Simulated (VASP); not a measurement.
# KMgF3 (Pm-3m) in VASP: a series of runs

Aim: see how the results for KMgF3 move with the level of theory and the settings. Levels: PBE, PBEsol, LDA, r2SCAN. Tasks: relaxation of cell and atoms.

Program: VASP 6.6.1. These are calculated values, not measurements. Logs are shortened: lines on timing, memory, paths and dates and some standing lists are left out, and cuts for length are marked.

## (1) The cell of the first run

Symmetry: Pm-3m, No. 221, cubic system. Conventional cell: a = 3.986 Å, b = 3.986 Å, c = 3.986 Å, α = 90.00°, β = 90.00°, γ = 90.00°. K (site symmetry m-3m) has 12 F at 2.82 Å and 8 Mg at 3.45 Å within 3.7 Å. Within 2.6 Å of Mg (site symmetry m-3m) lie 6 F at 1.99 Å. F (site symmetry 4/mmm) has 2 Mg at 1.99 Å within 2.6 Å.

## (2) Relaxation of cell and atoms, PBE

Input file INCAR:

```
PREC = Accurate
ENCUT = 600
EDIFF = 1E-6
ISMEAR = -1
SIGMA = 0.02
LREAL = False
LASPH = True
NELM = 100
ALGO = Normal
ISIF = 3
LWAVE = False
LCHARG = False
GGA = PE
IBRION = 2
NSW = 80
EDIFFG = -0.01
```

Input file KPOINTS:

```
Automatic mesh
0
Gamma
  8 8 8
```

Input file POSCAR:

```
KMgF3
1.0
    3.9859000000      0.0000000000      0.0000000000
    0.0000000000      3.9859000000      0.0000000000
    0.0000000000      0.0000000000      3.9859000000
K Mg F
1 1 3
Direct
    0.5000000000      0.5000000000      0.5000000000
    0.0000000000      0.0000000000      0.0000000000
    0.5000000000      0.0000000000      0.0000000000
    0.0000000000      0.5000000000      0.0000000000
    0.0000000000      0.0000000000      0.5000000000
```

Potentials or basis: VASP PAW PBE potentials, release 64 (K_sv, Mg, F).

Command:

```bash
$ cat potpaw_PBE.64/K_sv/POTCAR potpaw_PBE.64/Mg/POTCAR potpaw_PBE.64/F/POTCAR > POTCAR
$ mpirun -np 1 vasp_std > vasp.out
```

OUTCAR:

```text
PREC = Accurate
   ENCUT = 600
   EDIFF = 1E-6
   ISMEAR = -1
   LREAL = False
   LASPH = True
   NELM = 100
   ISIF = 3
   GGA = PE
   IBRION = 2
   NSW = 80
   EDIFFG = -0.01

 ion  position               nearest neighbor table
   1  0.500  0.500  0.500-   3 2.82   4 2.82   5 2.82   3 2.82   4 2.82   3 2.82   5 2.82   3 2.82
                             4 2.82   5 2.82   4 2.82   5 2.82   2 3.45   2 3.45   2 3.45   2 3.45
   2  0.000  0.000  0.000-   3 1.99   4 1.99   5 1.99   5 1.99   4 1.99   3 1.99   1 3.45   1 3.45
                             1 3.45   1 3.45   1 3.45   1 3.45   1 3.45   1 3.45
   3  0.500  0.000  0.000-   2 1.99   2 1.99   1 2.82   1 2.82   1 2.82   1 2.82
   4  0.000  0.500  0.000-   2 1.99   2 1.99   1 2.82   1 2.82   1 2.82   1 2.82
   5  0.000  0.000  0.500-   2 1.99   2 1.99   1 2.82   1 2.82   1 2.82   1 2.82

  LATTYP: Found a simple cubic cell.
 ALAT       =     3.9859000000

  Lattice vectors:

 A1 = (   3.9859000000,   0.0000000000,   0.0000000000)
 A2 = (   0.0000000000,   3.9859000000,   0.0000000000)
 A3 = (   0.0000000000,   0.0000000000,   3.9859000000)

Analysis of symmetry for initial positions (statically):
=====================================================================
 Subroutine PRICEL returns:
 Original cell was already a primitive cell.

 Routine SETGRP: Setting up the symmetry group for a
 simple cubic supercell.

 Subroutine GETGRP returns: Found 48 space group operations
 (whereof 48 operations were pure point group operations)
 out of a pool of 48 trial point group operations.

The static configuration has the point symmetry O_h .

Analysis of symmetry for dynamics (positions and initial velocities):
=====================================================================
 Subroutine PRICEL returns:
 Original cell was already a primitive cell.

 Routine SETGRP: Setting up the symmetry group for a
 simple cubic supercell.

 Subroutine GETGRP returns: Found 48 space group operations
 (whereof 48 operations were pure point group operations)
 out of a pool of 48 trial point group operations.

The dynamic configuration has the point symmetry O_h .

 Subroutine INISYM returns: Found 48 space group operations
 (whereof 48 operations are pure point group operations),
 and found     1 'primitive' translations

----------------------------------------------------------------------------------------

                                     Primitive cell

  volume of cell :      63.3256

  direct lattice vectors                    reciprocal lattice vectors
[... 104 lines left out ...]
   NELECT =      32.0000    total number of electrons
   NUPDOWN=      -1.0000    fix difference up-down
   EMIN   =  10.00;   EMAX   =-10.00  energy-range for DOS
   EFERMI =   0.00;   METHOD = LEGACY
   ISMEAR =    -1;   SIGMA  =   0.02  broadening in eV -4-tet -1-fermi 0-gaus
   EFERMI_NEDOS =   21; number of points for ismear=-14 and -15
   IALGO  =     38    algorithm
   IMIX   =      4    mixing-type and parameters
     AMIX     =   0.40;   BMIX     =  1.00
     AMIX_MAG =   1.60;   BMIX_MAG =  1.00
  volume/ion in A,a.u.               =      12.67        85.47
  Fermi-wavevector in a.u.,A,eV,Ry     =   1.303962  2.464132 23.134232  1.700318
  Thomas-Fermi vector in A             =   2.434930
   LORBIT       =      0    0 simple, 1 ext, 2 COOP (PROOUT), +10 PAW based schemes
   GGA     = PE    functional components
   LHFCALC =     F    Hartree Fock is set to
   AEXX    =    0.0000 exact exchange contribution
   IVDW    =     0    specifies the selected vdW correction
   LEPSILON=     F    determine dielectric tensor
   LRPA    =     F    only Hartree local field effects (RPA)
 conjugate gradient relaxation of ions
 non-spin polarized calculation
  energy-cutoff  :      600.00
  volume of cell :       63.33
 maximum number of plane-waves:      2176
 NGX is ok and might be reduce to    32
   NGX = 15   NGY = 15   NGZ = 15

--------------------------------------- Ionic step        1  -------------------------------------------

 number of electron      32.0000010 magnetization

 Free energy of the ion-electron system (eV)
  ---------------------------------------------------
  ext. energy  EPLUGINS =         0.00000000
  ---------------------------------------------------
  free energy    TOTEN  =       -24.42215937 eV

  energy without entropy =      -24.42215937  energy(sigma->0) =      -24.42215937

------------------------ aborting loop because EDIFF is reached ----------------------------------------

  FORCE on cell =-STRESS in cart. coord.  units (eV):
  Direction    XX          YY          ZZ          XY          YZ          ZX
  --------------------------------------------------------------------------------------
  -------------------------------------------------------------------------------------
  Total        1.2843839      1.2843839      1.2843839     -0.0000000      0.0000000     -0.0000000
  in kB       32.4957246     32.4957246     32.4957246     -0.0000000      0.0000000     -0.0000000
  external PRESSURE =      32.4957246 kB  Pullay stress =       0.0000000 kB
[... 65 lines left out ...]
--------------------------------------- Ionic step        3  -------------------------------------------

 number of electron      32.0000042 magnetization

 Free energy of the ion-electron system (eV)
  ---------------------------------------------------
  ext. energy  EPLUGINS =         0.00000000
  ---------------------------------------------------
  free energy    TOTEN  =       -24.44973735 eV

  energy without entropy =      -24.44973735  energy(sigma->0) =      -24.44973735

 E-fermi :  -1.3747     XC(G=0):  -9.4668

 val. band max:       -1.8202772722   @ k =   0.5000   0.5000   0.5000
 cond. band min:       5.1595460852   @ k =   0.0000   0.0000   0.0000
 fundamental gap:      6.9798233574
 Fermi energy:        -1.3747162379

 k-point     1 :       0.0000    0.0000    0.0000
  band No.  band energies     occupation
      1     -27.5636      2.00000
      2     -21.8258      2.00000
      3     -21.2282      2.00000
      4     -21.2282      2.00000
      5     -11.0502      2.00000
      6     -11.0502      2.00000
[... 541 lines left out ...]
     19       9.8597      0.00000
     20      10.0669      0.00000

 [... further k-points ...]

------------------------ aborting loop because EDIFF is reached ----------------------------------------

  FORCE on cell =-STRESS in cart. coord.  units (eV):
  Direction    XX          YY          ZZ          XY          YZ          ZX
  --------------------------------------------------------------------------------------
  -------------------------------------------------------------------------------------
  Total       -0.0076202     -0.0076202     -0.0076202     -0.0000000      0.0000000     -0.0000000
  in kB       -0.1844722     -0.1844722     -0.1844722     -0.0000000      0.0000000     -0.0000000
  external PRESSURE =      -0.1844722 kB  Pullay stress =       0.0000000 kB
[... 20 lines left out ...]
  FREE ENERGIE OF THE ION-ELECTRON SYSTEM (eV)
  ---------------------------------------------------
  free  energy   TOTEN  =       -24.4497373492 eV

  energy  without entropy=      -24.4497373492  energy(sigma->0) =      -24.44973735

 reached required accuracy - stopping structural energy minimisation
```

OSZICAR:

```text
N       E                     dE             d eps       ncg     rms          rms(c)
DAV:   1     0.270634500258E+03    0.27063E+03   -0.19250E+04  1408   0.172E+03
DAV:   2    -0.135551584763E+02   -0.28419E+03   -0.27319E+03  1884   0.418E+02
[... 24 lines left out ...]
DAV:   1    -0.244661513455E+02   -0.17077E-01   -0.32673E-01  1476   0.539E+00    0.101E+00
DAV:   2    -0.244506925634E+02    0.15459E-01   -0.73292E-02  1524   0.214E+00    0.186E-01
DAV:   3    -0.244499002936E+02    0.79227E-03   -0.14159E-03  1912   0.330E-01    0.108E-01
DAV:   4    -0.244497320520E+02    0.16824E-03   -0.69315E-04  2436   0.157E-01    0.832E-02
DAV:   5    -0.244497447853E+02   -0.12733E-04   -0.63447E-05  1852   0.651E-02    0.181E-02
DAV:   6    -0.244497382950E+02    0.64903E-05   -0.34621E-05  2220   0.448E-02    0.608E-03
DAV:   7    -0.244497373492E+02    0.94583E-06   -0.22020E-06  1568   0.776E-03
   3 F= -.24449737E+02 E0= -.24449737E+02  d E =-.275780E-01
```

Wall time 2.9 min (1 thread of Intel Xeon 8259CL, shared host); peak memory 0.22 GiB.

Results:

| Item | Value |
| --- | --- |
| Free energy | -24.4497 eV |
| Relaxed volume | 13.24 Å³/atom |
| Relaxed cell | a = 4.045 Å, b = 4.045 Å, c = 4.045 Å, α = 90.00°, β = 90.00°, γ = 90.00° |
| Space group after relaxing (to 0.1 Å) | Pm-3m (No. 221) |
| Energy gained by relaxing | 5.5 meV/atom |
| Ionic steps | 3 |
| Pressure after relaxing | 0.0 GPa |
| Band gap on the k mesh | 6.98 eV (least direct gap 7.30 eV) |

The path:
| step | energy change (eV) | largest force (eV/Å) | pressure (GPa) | volume (Å³) |
| --- | --- | --- | --- | --- |
| 1 | 0.0000 | 0.0000 | 3.25 | 63.33 |
| 2 | -0.0269 | 0.0000 | 0.47 | 65.71 |
| 3 | -0.0276 | 0.0000 | -0.02 | 66.18 |

Final structure:
```
K Mg F
1.0
     4.04497    0.00000    0.00000
     0.00000    4.04497    0.00000
     0.00000    0.00000    4.04497
K Mg F
1 1 3
Direct
  0.50000 0.50000 0.50000
  0.00000 0.00000 0.00000
  0.50000 0.00000 0.00000
  0.00000 0.50000 0.00000
  0.00000 0.00000 0.50000
```

A k mesh can miss the band edges. Zero-point motion and thermal expansion aren't in these numbers.

## (3) Relaxation of cell and atoms, PBEsol

Input file INCAR:

```
  PREC = Accurate
  ENCUT = 600
  EDIFF = 1E-6
  ISMEAR = -1
  SIGMA = 0.02
  LREAL = False
  LASPH = True
  NELM = 80
  ALGO = Normal
  ISIF = 3
  LWAVE = False
  LCHARG = False
  GGA = PS
  IBRION = 2
  NSW = 80
  EDIFFG = -0.01
```

KPOINTS is that of step 2.

POSCAR is that of step 2.

Potentials or basis: VASP PAW PBE potentials, release 64 (K_sv, Mg, F).

Command:

```bash
$ cat potpaw_PBE.64/K_sv/POTCAR potpaw_PBE.64/Mg/POTCAR potpaw_PBE.64/F/POTCAR > POTCAR
$ mpirun -np 1 vasp_std > vasp.out
```

It took 2 min on 1 thread of Intel Xeon 8259CL, shared host; peak memory 0.22 GiB.

Results (log left out):

```yaml
Free_energy: -25.2702 eV
Relaxed_volume: 12.64 Å³/atom
Relaxed_cell: a = 3.983 Å, b = 3.983 Å, c = 3.983 Å, α = 90.00°, β = 90.00°, γ = 90.00°
Space_group_after_relaxing_to_0.1_Å: Pm-3m (No. 221)
Energy_gained_by_relaxing: 0.0 meV/atom
Ionic_steps: 2
Pressure_after_relaxing: 0.0 GPa
Band_gap_on_the_k_mesh: 7.14 eV (least direct gap 7.46 eV)
```

Final structure:
```
K Mg F
1.0
     3.98336    0.00000    0.00000
     0.00000    3.98336    0.00000
     0.00000    0.00000    3.98336
K Mg F
1 1 3
Direct
  0.50000 0.50000 0.50000
  0.00000 0.00000 0.00000
  0.50000 0.00000 0.00000
  0.00000 0.50000 0.00000
  0.00000 0.00000 0.50000
```

Levels at points of the mesh, in eV from the valence-band top:
```tsv
k point	band 14	band 15	band 16	band 17	band 18	band 19
(0.00, 0.00, 0.00)	-0.32	-0.32	-0.32	7.14	9.95	9.95
(0.50, 0.00, 0.00)	-0.88	-0.54	-0.54	9.97	10.31	11.01
(0.50, 0.50, 0.00)	-0.91	-0.91	-0.02	10.82	11.59	12.46
(0.50, 0.50, 0.50)	0.00	0.00	0.00	10.32	10.32	10.32
```

Caveat: the PAW data sets were made with another functional, which shifts forces and pressure a little.

## (4) Relaxation of cell and atoms, LDA

Input file INCAR:

```
  PREC = Accurate
  ENCUT = 600
  EDIFF = 1E-7
  ISMEAR = -1
  SIGMA = 0.02
  LREAL = False
  LASPH = True
  NELM = 60
  ALGO = Normal
  ISIF = 3
  LWAVE = False
  LCHARG = False
  IBRION = 2
  NSW = 80
  EDIFFG = -0.01
```

KPOINTS is that of step 3.

POSCAR is that of step 3.

Potentials or basis: VASP PAW LDA potentials, release 64 (K_sv, Mg, F).

Command:

```bash
$ cat potpaw_LDA.64/K_sv/POTCAR potpaw_LDA.64/Mg/POTCAR potpaw_LDA.64/F/POTCAR > POTCAR
$ mpirun -np 1 vasp_std > vasp.out
```

OUTCAR:

```text
PREC = Accurate
   ENCUT = 600
   EDIFF = 1E-7
   ISMEAR = -1
   LREAL = False
   LASPH = True
   NELM = 60
   ISIF = 3
   IBRION = 2
   NSW = 80
   EDIFFG = -0.01

 ion  position               nearest neighbor table
   1  0.500  0.500  0.500-   3 2.82   4 2.82   5 2.82   3 2.82   4 2.82   3 2.82   5 2.82   3 2.82
                             4 2.82   5 2.82   4 2.82   5 2.82   2 3.45   2 3.45   2 3.45   2 3.45
   2  0.000  0.000  0.000-   3 1.99   4 1.99   5 1.99   5 1.99   4 1.99   3 1.99   1 3.45   1 3.45
                             1 3.45   1 3.45   1 3.45   1 3.45   1 3.45   1 3.45
   3  0.500  0.000  0.000-   2 1.99   2 1.99   1 2.82   1 2.82   1 2.82   1 2.82
   4  0.000  0.500  0.000-   2 1.99   2 1.99   1 2.82   1 2.82   1 2.82   1 2.82
   5  0.000  0.000  0.500-   2 1.99   2 1.99   1 2.82   1 2.82   1 2.82   1 2.82

  LATTYP: Found a simple cubic cell.
 ALAT       =     3.9859000000

  Lattice vectors:

 A1 = (   3.9859000000,   0.0000000000,   0.0000000000)
 A2 = (   0.0000000000,   3.9859000000,   0.0000000000)
 A3 = (   0.0000000000,   0.0000000000,   3.9859000000)

[... 188 lines left out ...]
 Fermi energy:        -1.5374965039

 k-point     1 :       0.0000    0.0000    0.0000
  band No.  band energies     occupation
      1     -27.1667      2.00000
      2     -21.7243      2.00000
      3     -21.0274      2.00000
      4     -21.0274      2.00000
      5     -10.9092      2.00000
      6     -10.9092      2.00000
[... 620 lines left out ...]
--------------------------------------- Ionic step        3  -------------------------------------------

 number of electron      31.9999952 magnetization

 Free energy of the ion-electron system (eV)
  ---------------------------------------------------
  ext. energy  EPLUGINS =         0.00000000
  ---------------------------------------------------
  free energy    TOTEN  =       -27.15140300 eV

  energy without entropy =      -27.15140300  energy(sigma->0) =      -27.15140300

 E-fermi :  -1.1447     XC(G=0): -10.7680

 val. band max:       -1.6201625382   @ k =   0.5000   0.5000   0.5000
 cond. band min:       5.8980379157   @ k =   0.0000   0.0000   0.0000
 fundamental gap:      7.5182004539
 Fermi energy:        -1.1446670247

 k-point     1 :       0.0000    0.0000    0.0000
  band No.  band energies     occupation
      1     -26.6651      2.00000
      2     -21.5417      2.00000
      3     -20.7463      2.00000
      4     -20.7463      2.00000
      5     -10.4209      2.00000
      6     -10.4209      2.00000
[... 575 lines left out ...]
  FREE ENERGIE OF THE ION-ELECTRON SYSTEM (eV)
  ---------------------------------------------------
  free  energy   TOTEN  =       -27.1514030013 eV

  energy  without entropy=      -27.1514030013  energy(sigma->0) =      -27.15140300

 reached required accuracy - stopping structural energy minimisation
```

CONTCAR:

```text
KMgF3
   1.00000000000000
     3.8928656189997835    0.0000000000000000   -0.0000000000000000
    -0.0000000000000000    3.8928656189997835   -0.0000000000000000
     0.0000000000000000    0.0000000000000000    3.8928656189997835
  K               Mg              F
     1     1     3
Direct
     0.5000000000000000    0.5000000000000000    0.5000000000000000
     0.0000000000000000    0.0000000000000000    0.0000000000000000
     0.5000000000000000    0.0000000000000000    0.0000000000000000
     0.0000000000000000    0.5000000000000000    0.0000000000000000
     0.0000000000000000    0.0000000000000000    0.5000000000000000

  0.00000000E+00  0.00000000E+00  0.00000000E+00
  0.00000000E+00  0.00000000E+00  0.00000000E+00
  0.00000000E+00  0.00000000E+00  0.00000000E+00
  0.00000000E+00  0.00000000E+00  0.00000000E+00
  0.00000000E+00  0.00000000E+00  0.00000000E+00
```

It took 3.2 min on 1 thread of Intel Xeon 8259CL, shared host; peak memory 0.2 GiB.

Results:

| Quantity | Value |
| --- | --- |
| Free energy | -27.1514 eV |
| Relaxed volume | 11.80 Å³/atom |
| Relaxed cell | a = 3.893 Å, b = 3.893 Å, c = 3.893 Å, α = 90.00°, β = 90.00°, γ = 90.00° |
| Space group after relaxing (to 0.1 Å) | Pm-3m (No. 221) |
| Energy gained by relaxing | 15.5 meV/atom |
| Ionic steps | 3 |
| Pressure after relaxing | 0.0 GPa |
| Band gap on the k mesh | 7.52 eV (least direct gap 7.84 eV) |

Step by step:
```tsv
step	energy change (eV)	largest force (eV/Å)	pressure (GPa)	volume (Å³)
1	0.0000	0.0000	-5.36	63.33
2	-0.0763	0.0000	-0.80	59.52
3	-0.0777	0.0000	-0.02	58.99
```

Final structure:
```
CELL_PARAMETERS angstrom
3.89287 0.00000 0.00000
0.00000 3.89287 0.00000
0.00000 0.00000 3.89287
ATOMIC_POSITIONS crystal
K 0.50000 0.50000 0.50000
Mg 0.00000 0.00000 0.00000
F 0.50000 0.00000 0.00000
F 0.00000 0.50000 0.00000
F 0.00000 0.00000 0.50000
```

A k mesh can miss the band edges. LDA usually gives volumes a few per cent too small.

## (5) Relaxation of cell and atoms, r2SCAN

POSCAR is that of step 4.

Input file INCAR.step1:

```
SYSTEM = KMgF3
  PREC = Accurate
  ENCUT = 600
  ISMEAR = -1
  SIGMA = 0.02
  LREAL = .False.
  LASPH = .True.
  NELM = 60
  GGA = PE
  ALGO = Normal
  EDIFF = 1E-4
  LWAVE = .True.
  LCHARG = .False.
```

Input file INCAR.step2:

```
SYSTEM = KMgF3
  PREC = Accurate
  ENCUT = 600
  EDIFF = 1E-6
  ISMEAR = -1
  SIGMA = 0.02
  LREAL = .False.
  LASPH = .True.
  NELM = 60
  ALGO = Normal
  ISIF = 3
  LWAVE = .False.
  LCHARG = .False.
  METAGGA = R2SCAN
  LMIXTAU = .True.
  IBRION = 2
  NSW = 80
  EDIFFG = -0.01
  ISTART = 1
```

Input file KPOINTS:

```
Automatic mesh
0
Gamma
  8 8 8
  0 0 0
```

Potentials or basis: VASP PAW PBE potentials, release 64 (K_sv, Mg, F).

Command:

```bash
$ cat potpaw_PBE.64/K_sv/POTCAR potpaw_PBE.64/Mg/POTCAR potpaw_PBE.64/F/POTCAR > POTCAR
$ cp INCAR.step1 INCAR
$ mpirun -np 1 vasp_std > vasp.out
$ cp INCAR.step2 INCAR
$ mpirun -np 1 vasp_std > vasp.out
```

Wall time 7.1 min (1 thread of Intel Xeon 8259CL, shared host); peak memory 0.24 GiB.

It converged, with:

* Free energy: -37.4288 eV
* Relaxed volume: 12.52 Å³/atom
* Relaxed cell: a = 3.970 Å, b = 3.970 Å, c = 3.970 Å, α = 90.00°, β = 90.00°, γ = 90.00°
* Space group after relaxing (to 0.1 Å): Pm-3m (No. 221)
* Energy gained by relaxing: 0.5 meV/atom
* Ionic steps: 2
* Pressure after relaxing: -0.1 GPa
* Band gap on the k mesh: 8.35 eV (least direct gap 8.67 eV)

The path:
```
step  energy change (eV)  largest force (eV/Å)  pressure (GPa)  volume (Å³)
   1              0.0000                0.0000           -1.02        63.33
   2             -0.0027                0.0000           -0.12        62.59
```

Final structure:
```
K Mg F
1.0
     3.97034    0.00000    0.00000
     0.00000    3.97034    0.00000
     0.00000    0.00000    3.97034
K Mg F
1 1 3
Direct
  0.50000 0.50000 0.50000
  0.00000 0.00000 0.00000
  0.50000 0.00000 0.00000
  0.00000 0.50000 0.00000
  0.00000 0.00000 0.50000
```

Levels at points of the mesh, in eV from the valence-band top:
```
           k point  band 14  band 15  band 16  band 17  band 18  band 19
(0.00, 0.00, 0.00)    -0.32    -0.32    -0.32     8.35    10.86    10.86
(0.50, 0.00, 0.00)    -0.88    -0.54    -0.54    11.09    11.60    11.93
(0.50, 0.50, 0.00)    -0.90    -0.90    -0.02    11.95    12.61    13.78
(0.50, 0.50, 0.50)     0.00     0.00     0.00    11.43    11.43    11.43
```

Caveat: the PAW data sets were made with another functional, which shifts forces and pressure a little.

## (6) Summary

| level | potentials or basis | gap on the mesh (eV) | pressure (GPa) | relaxed volume (Å³/atom) |
| --- | --- | --- | --- | --- |
| PBE | VASP PAW PBE potentials, release 64 (K_sv, Mg, F) | 6.98 | 0.0 | 13.24 |
| PBEsol | VASP PAW PBE potentials, release 64 (K_sv, Mg, F) | 7.14 | 0.0 | 12.64 |
| LDA | VASP PAW LDA potentials, release 64 (K_sv, Mg, F) | 7.52 | 0.0 | 11.80 |
| r2SCAN | VASP PAW PBE potentials, release 64 (K_sv, Mg, F) | 8.35 | -0.1 | 12.52 |

Alike in all rows: task relaxation of cell and atoms; no spin polarisation; cell relaxed; k mesh 8 × 8 × 8; cutoff (eV) 600; smearing fermi-dirac 0.02 eV.

Caveats: the PAW data sets were made with another functional, which shifts forces and pressure a little (at least some runs).

Total energies depend on the potentials used, so only differences within one code and one set of settings carry meaning.
